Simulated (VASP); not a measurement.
Zn: relaxation of cell and atoms with LDA

Crystal: Zn.

```xyz
1
Lattice="0.0000 1.9648 1.9648 1.9648 0.0000 1.9648 1.9648 1.9648 0.0000" Properties=species:S:1:pos:R:3 pbc="T T T"
Zn    0.0000    0.0000    0.0000
```

```
Program                : VASP 6.6.1
Task                   : relaxation of cell and atoms
Functional             : LDA
Potentials or basis    : VASP PAW LDA potentials, release 64 (Zn)
Cutoff                 : 600 eV
k mesh                 : 18 × 18 × 18
Occupations            : fermi-dirac, width 0.05 eV
Spin                   : no spin polarisation
Dipole correction      : no
Further INCAR settings : ALGO = Normal; EDIFF = 1e-06; IBRION = 2; EDIFFG = -0.03; NSW = 80; ISIF = 3
```

| Quantity | Value |
| --- | --- |
| Relaxed volume | 13.56 Å³/atom |
| Relaxed cell | a = 2.677 Å, b = 2.677 Å, c = 2.677 Å, α = 60.00°, β = 60.00°, γ = 60.00° |
| Space group after relaxing (to 0.05 Å) | Fm-3m (No. 225) |
| Energy gained by relaxing | 44.4 meV/atom |
| Ionic steps | 2 |
| Pressure after relaxing | 0.0 GPa |
| Band gap on the k mesh | zero (band 6 reaches 5.47 eV, above the bottom of band 7 at 2.47 eV) |

The path:
| step | energy change (eV) | largest force (eV/Å) | pressure (GPa) | volume (Å³) |
| --- | --- | --- | --- | --- |
| 1 | 0.0000 | 0.0000 | -8.02 | 15.17 |
| 2 | -0.0444 | 0.0000 | 0.03 | 13.56 |

Final structure:
```
CELL_PARAMETERS angstrom
0.00000 1.89279 1.89279
1.89279 0.00000 1.89279
1.89279 1.89279 0.00000
ATOMIC_POSITIONS crystal
Zn 0.00000 0.00000 0.00000
```

Levels at points of the mesh, in eV from the Fermi level:
```csv
k point,band 2,band 3,band 4,band 5,band 6,band 7,band 8,band 9,band 10
"(0.00, 0.00, 0.00)",-7.97,-7.97,-7.97,-7.49,-7.49,19.78,19.78,19.78,19.94
"(0.50, 0.00, 0.00)",-7.97,-7.97,-7.15,-7.15,-3.31,-1.18,16.51,16.51,18.41
"(0.50, 0.50, 0.00)",-8.72,-7.16,-7.06,-7.06,-1.24,2.18,8.99,8.99,13.00
```

It took 14 s on 1 thread of Intel(R) Xeon(R) 6975P-C (Granite Rapids), on a shared host, peak memory 0.16 GiB.
